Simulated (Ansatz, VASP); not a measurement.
**O in VASP and in Ansatz**

File POSCAR:

```
O
1.0
    4.0422515653      0.0000000000     -0.0511313397
    0.0000000000      4.0261632083      0.0000000000
   -1.0645947909      0.0000000000      2.7914438857
O
4
Direct
    0.3398634887      0.6842025571      0.6702336616
    0.6601365113      0.6842025571      0.8297663384
    0.6601365113      0.3157974429      0.3297663384
    0.3398634887      0.3157974429      0.1702336616
```

File INCAR.step1:

```
ALGO     = Normal         # electronic algorithm
EDIFF    = 1E-4           # SCF threshold, eV
ENCUT    = 520            # plane-wave cutoff, eV
GGA      = PE             # functional
ISMEAR   = 0              # smearing method
LASPH    = T              # aspherical terms in the spheres
LCHARG   = F              # write CHGCAR
LREAL    = F              # projectors in reciprocal space
LWAVE    = T              # write WAVECAR
NBANDS   = 20             # bands
NELM     = 100            # most SCF steps
PREC     = Accurate       # precision mode
SIGMA    = 0.01           # smearing width, eV
```

The input INCAR.step2:

```
ALGO     = Normal         # electronic algorithm
EDIFF    = 1E-6           # SCF threshold, eV
ENCUT    = 520            # plane-wave cutoff, eV
ISIF     = 2              # what is computed and relaxed
ISMEAR   = 0              # smearing method
ISTART   = 1            
LASPH    = T              # aspherical terms in the spheres
LCHARG   = F              # write CHGCAR
LMIXTAU  = T            
LREAL    = F              # projectors in reciprocal space
LWAVE    = F              # write WAVECAR
METAGGA  = R2SCAN         # meta-GGA
NBANDS   = 20             # bands
NELM     = 100            # most SCF steps
PREC     = Accurate       # precision mode
SIGMA    = 0.01           # smearing width, eV
```

Contents of KPOINTS:

```
k-points
0
Gamma
  6 4 6
```

Input for Ansatz:

```yaml
crystal:
  lattice:
    - [4.0422515653, 0.0, -0.0511313397]
    - [0.0, 4.0261632083, 0.0]
    - [-1.0645947909, 0.0, 2.7914438857]
  atoms:
    - { symbol: O, position: [0.3398634887, 0.6842025571, 0.6702336616] }
    - { symbol: O, position: [0.6601365113, 0.6842025571, 0.8297663384] }
    - { symbol: O, position: [0.6601365113, 0.3157974429, 0.3297663384] }
    - { symbol: O, position: [0.3398634887, 0.3157974429, 0.1702336616] }
kpoints:
  mp_grid: { grid: [6, 4, 6] }
hamiltonian:
  xc: r2scan
scf:
  occupations: { method: fixed }
  n_extra_bands: 5
output:
  forces: true
  stress: true
  eigenvalues: true
```

Alike in both runs: task single point; functional r2SCAN; k mesh 6 × 4 × 6; no spin polarisation.

|  | VASP | Ansatz |
| --- | --- | --- |
| version | VASP 6.6.1 | Ansatz 0.2.0 |
| potentials or method | VASP PAW PBE potentials, release 64 (O) | plane waves, PAW |
| plane-wave cutoff (eV) | 520 | 500 |
| occupations | gaussian, width 0.01 eV | fixed |
| valence electrons in the cell | 24 | 24 |

|  | VASP | Ansatz | Ansatz less VASP |
| --- | --- | --- | --- |
| gap on the k mesh at the Fermi level (eV) | 0.99 | 0.99 | +0.001 |
| pressure (GPa) | 4.8 | 0.9 | -3.88 |
| traceless stress, the component that is largest in VASP (GPa) | 6.64 | -0.21 | -6.852 |
| rms of the force components (eV/Å) | 0.839 | 0.037 | -0.8012 |

VASP's potentials were made for PBE, not for r2SCAN. Atom by atom the forces differ by 0.875 eV/Å (rms over components).

Noted on VASP's run: the standard files for N, O and F lose accuracy on very short bonds; spin is off for a triplet molecule.
